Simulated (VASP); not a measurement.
Here is a VASP 6.6.1 calculation.

Contents of INCAR:

```
PREC = Accurate
ENCUT = 520
EDIFF = 1E-6
ISMEAR = 0
SIGMA = 0.05
LREAL = F
LASPH = T
NELM = 120
ALGO = Normal
ISIF = 2
LWAVE = F
LCHARG = T
GGA = PE
LELF = T
LVHAR = T
NELECT = 64.0
NBANDS = 46
GGA_COMPAT = F
```

Contents of KPOINTS:

```
Automatic mesh
0
Gamma
  1 1 1
```

File POSCAR:

```
Mg8HO8
1.0
    0.0000000000      4.2110000000      4.2110000000
    4.2110000000      0.0000000000      4.2110000000
    4.2110000000      4.2110000000      0.0000000000
Mg O H
8 8 1
Direct
    0.0012094514      0.0005328900      0.0011707433
    0.0195507005      0.0189104726      0.4780726668
    0.0196410591      0.4773273569      0.0196049632
    0.0105566374      0.4988354310      0.4994910948
    0.4781148183      0.0189070292      0.0195109238
    0.4995137735      0.0098744954      0.4994748278
    0.4995288530      0.4988342436      0.0105181667
    0.5030955830      0.5024441938      0.5030585372
    0.2563218950      0.2555938019      0.2562822370
    0.2521880788      0.2515345524      0.7556808359
    0.2521930658      0.7550486820      0.2521564949
    0.2488232011      0.7519640228      0.7526196865
    0.7557183567      0.2515340774      0.2521507955
    0.7526380907      0.2482232249      0.7525984327
    0.7526585134      0.7519629542      0.2487874614
    0.7529242460      0.7523424365      0.7528909998
    0.8203265258     -0.1806703871      0.8202749941
```

Potentials or basis: VASP PAW PBE potentials, release 64 (Mg, O, H).

The run is started by

```sh
$ cat potpaw_PBE.64/Mg/POTCAR potpaw_PBE.64/O/POTCAR potpaw_PBE.64/H/POTCAR > POTCAR
$ mpirun -np 1 vasp_gam > vasp.out
```

Task: What does it give for the largest force?

Result: 1.290 eV/Å.

Forces on the atoms (eV/Å):
```
Mg  -0.002 -0.002 -0.002
Mg  -0.001  0.000  0.162
Mg   0.000  0.161  0.000
Mg  -0.171  0.005  0.005
Mg   0.162  0.000 -0.001
Mg   0.005 -0.171  0.005
Mg   0.005  0.005 -0.171
Mg   0.011  0.012  0.011
O    0.024  0.025  0.024
O    0.048  0.048 -0.057
O    0.048 -0.057  0.048
O   -0.069 -0.093 -0.094
O   -0.057  0.048  0.048
O   -0.092 -0.069 -0.092
O   -0.094 -0.093 -0.069
O    0.743  0.747  0.744
H   -0.561 -0.565 -0.561
```

Caveat: the k points lie up to 1.29 Å⁻¹ apart; the cell carries a net charge on a neutralising background, which shifts energy and pressure.
